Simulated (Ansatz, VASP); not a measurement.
# CaO in VASP and in Ansatz

POSCAR

```
CaO
1.0
    2.9032089648      0.0000000000      0.0000000000
    0.0000000000      2.9032089648      0.0000000000
    0.0000000000      0.0000000000      2.9943697263
Ca O
1 1
Direct
    0.0000000000      0.0000000000      0.0000000000
    0.5000000000      0.5000000000      0.5000000000
```

INCAR.step1

```
PREC = Accurate
ENCUT = 520
EDIFF = 1E-5
ISMEAR = 0
SIGMA = 0.01
LREAL = F
LASPH = T
NELM = 100
ALGO = Normal
ISIF = 2
LWAVE = T
GGA = PE
NBANDS = 15
```

Contents of INCAR.step2:

```
PREC = Accurate
ENCUT = 520
EDIFF = 1E-6
ISMEAR = 0
SIGMA = 0.01
LREAL = F
LASPH = T
NELM = 100
ALGO = Normal
ISIF = 2
LWAVE = F
LCHARG = T
GGA = PE
LHFCALC = T
HFSCREEN = 0.2079
PRECFOCK = Normal
LELF = T
LVHAR = T
ISTART = 1
NBANDS = 15
```

Contents of KPOINTS:

```
Automatic mesh
0
Gamma
  6 6 6
```

Input for Ansatz:

```yaml
crystal:
  lattice:
    - [2.9032089648, 0.0, 0.0]
    - [0.0, 2.9032089648, 0.0]
    - [0.0, 0.0, 2.9943697263]
  atoms:
    - { symbol: Ca, position: [0.0, 0.0, 0.0] }
    - { symbol: O, position: [0.5, 0.5, 0.5] }
kpoints:
  mp_grid: { grid: [6, 6, 6] }
  band_path:
    path: [[0.0, 0.0, 0.0], [0.0, 0.5, 0.0], [0.5, 0.5, 0.0], [0.5, 0.5, 0.5]]
    npoints: 1
hamiltonian:
  xc: hse06
scf:
  occupations: { method: fixed }
  n_extra_bands: 4
output:
  forces: true
  stress: true
  eigenvalues: true
```

Change from the starting cell: uniaxial_z strain +3.1%.

Alike in both runs: task single point; functional HSE06; k mesh 6 × 6 × 6; no spin polarisation.

```csv
,VASP,Ansatz
version,VASP 6.6.1,Ansatz 0.2.0
potentials or method,"VASP PAW PBE potentials, release 64 (Ca_sv, O)","plane waves, PAW"
plane-wave cutoff (eV),520,420
occupations,"gaussian, width 0.01 eV",fixed
valence electrons in the cell,16,16
```

|  | VASP | Ansatz | Ansatz less VASP |
| --- | --- | --- | --- |
| gap on the k mesh at the Fermi level (eV) | 4.36 | 4.36 | +0.008 |
| pressure (GPa) | -2.3 | -3.0 | -0.70 |
| traceless stress, the component that is largest in VASP (GPa) | -8.29 | -8.28 | +0.011 |

Ansatz's warnings: stress exchange threshold loose, stress scf threshold loose.
